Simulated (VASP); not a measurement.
Here is a VASP 6.6.1 calculation.

The input INCAR:

```
PREC = Accurate ; ENCUT = 520
EDIFF = 1E-6 ; ISMEAR = -1
SIGMA = 0.05 ; LREAL = Auto
LASPH = True ; NELM = 200
ALGO = Normal ; ISIF = 2
LWAVE = False ; LCHARG = False
ISPIN = 2 ; MAGMOM = 0 0 0 0.222 0 0 0 0 0 0.222 0 0 0 0 0 0 0.222 0 0 0 0 0 0 0.222 0 0 0.222 0 0 0 0.222 0 0 0 0 0 0 0 0.222 0 0.222 0 0.222 0 0 0.222 0 0 0 0.222 0.222 0 0.222 0 0 0 0 0 0.222 0 0 0 0 0 0 0 0 0 0 0.222 0 0 0 0.222 0 0 0 0 0 0 0 0.222 0 0 0 0 0 0 0 0 0 0 0 0.222
LORBIT = 11 ; GGA = PS
NBANDS = 182 ; ISYM = -1
GGA_COMPAT = False
```

File KPOINTS:

```
explicit points
1
Reciprocal
  0.25000000   0.25000000   0.25000000 1
```

POSCAR

```
Be63C31
1.0
    8.6212760000      0.0000000000      0.0000000000
    0.0000000000      8.6212760000      0.0000000000
    0.0000000000      0.0000000000      8.6212760000
Be C
63 31
Direct
    0.3760340000      0.1245270000      0.1245180000
    0.3753710000      0.1267500000      0.6250160000
    0.3753550000      0.6250220000      0.1267510000
    0.8679820000      0.1312640000      0.1312830000
    0.8751740000      0.1243870000      0.6240920000
    0.8751700000      0.6240820000      0.1243660000
    0.8746080000      0.6250620000      0.6250640000
    0.1243250000      0.3765180000      0.1258320000
    0.1270090000      0.3764310000      0.6280160000
    0.1306270000      0.8684780000      0.1300600000
    0.1249510000      0.8742780000      0.6209130000
    0.6247850000      0.3754700000      0.1249670000
    0.6239800000      0.3760470000      0.6223950000
    0.6232350000      0.8754670000      0.1256450000
    0.6235030000      0.8728950000      0.6277430000
    0.1243100000      0.1258550000      0.3764960000
    0.1306770000      0.1301010000      0.8684520000
    0.1270130000      0.6280160000      0.3764200000
    0.1249390000      0.6209240000      0.8742570000
    0.6247670000      0.1249690000      0.3754750000
    0.6232600000      0.1256590000      0.8754520000
    0.6239770000      0.6223840000      0.3760360000
    0.6234890000      0.6277220000      0.8728720000
    0.1308270000      0.1315630000      0.1315180000
    0.1253980000      0.1249180000      0.6232800000
    0.1253890000      0.6233050000      0.1249150000
    0.1479970000      0.6245340000      0.6245240000
    0.6226740000      0.1249690000      0.1249750000
    0.6242080000      0.1259550000      0.6250540000
    0.6241990000      0.6250530000      0.1259590000
    0.6064740000      0.6247900000      0.6247730000
    0.3782590000      0.3762150000      0.3762090000
    0.3726000000      0.3761270000      0.8731630000
    0.3725800000      0.8731800000      0.3761070000
    0.3799640000      0.8742370000      0.8742070000
    0.8755220000      0.3753290000      0.3753170000
    0.8740440000      0.3773160000      0.8755760000
    0.8740340000      0.8756030000      0.3773210000
    0.8701560000      0.8695680000      0.8695830000
    0.3751560000      0.3761820000      0.1261760000
    0.3753950000      0.3955720000      0.6251060000
    0.3763570000      0.8753250000      0.1248330000
    0.3753910000      0.8546980000      0.6243080000
    0.8757500000      0.3772230000      0.1251090000
    0.8741940000      0.3762570000      0.6248590000
    0.8685820000      0.8695630000      0.1325370000
    0.8755430000      0.8751440000      0.6241760000
    0.3751430000      0.1261880000      0.3761660000
    0.3763860000      0.1248450000      0.8753310000
    0.3754080000      0.6251160000      0.3955800000
    0.3753730000      0.6243360000      0.8547560000
    0.8757350000      0.1251190000      0.3772240000
    0.8686320000      0.1325250000      0.8695820000
    0.8741920000      0.6248820000      0.3762520000
    0.8755320000      0.6241820000      0.8751490000
    0.1274130000      0.3768800000      0.3768630000
    0.1233760000      0.3752010000      0.8774090000
    0.1233570000      0.8774230000      0.3751590000
    0.1341780000      0.8672210000      0.8671920000
    0.6265270000      0.3739340000      0.3739280000
    0.6235840000      0.3766770000      0.8732710000
    0.6235660000      0.8732660000      0.3766800000
    0.6253940000      0.8771710000      0.8771800000
    0.9986850000      0.0015290000      0.4997620000
    0.9986900000      0.4997720000      0.0015130000
    0.0004870000      0.5000680000      0.5000600000
    0.5004530000      0.0013860000      0.0013770000
    0.5002080000      0.9998260000      0.5000280000
    0.5002090000      0.5000370000      0.9998220000
    0.5067620000      0.4935410000      0.4935380000
    0.2464030000      0.2460700000      0.0013690000
    0.2493440000      0.2499810000      0.4998790000
    0.2475490000      0.7526970000      0.9999230000
    0.2432520000      0.7570650000      0.4935220000
    0.7524990000      0.2477440000      0.0005850000
    0.7519030000      0.2483260000      0.4997460000
    0.7539580000      0.7538420000      0.0013520000
    0.7504260000      0.7510170000      0.5001940000
    0.2463790000      0.0013750000      0.2460260000
    0.2475620000      0.9999330000      0.7526760000
    0.2493480000      0.4998920000      0.2499720000
    0.2432540000      0.4935350000      0.7570700000
    0.7524740000      0.0005990000      0.2477540000
    0.7539750000      0.0013680000      0.7538480000
    0.7519030000      0.4997500000      0.2483160000
    0.7504250000      0.5001970000      0.7510090000
    0.9995140000      0.2473120000      0.2473010000
    0.9989390000      0.2465780000      0.7533880000
    0.9989450000      0.7533960000      0.2465620000
    0.0002080000      0.7535560000      0.7535480000
    0.5002400000      0.2483180000      0.2483100000
    0.5004080000      0.2500810000      0.7511060000
    0.5003970000      0.7511110000      0.2500770000
    0.5064230000      0.7566150000      0.7566190000
```

Potentials or basis: VASP PAW PBE potentials, release 64 (Be, C).

Run with:

```sh
$ cat potpaw_PBE.64/Be/POTCAR potpaw_PBE.64/C/POTCAR > POTCAR
$ mpirun -np 1 vasp_std > vasp.out
```

(1) What does it give for the largest force?

(2) Predict the pressure.

Answers

(1) 0.033 eV/Å.

(2) 0.6 GPa.

Caveat: the PAW data sets were made with another functional, which shifts forces and pressure a little.
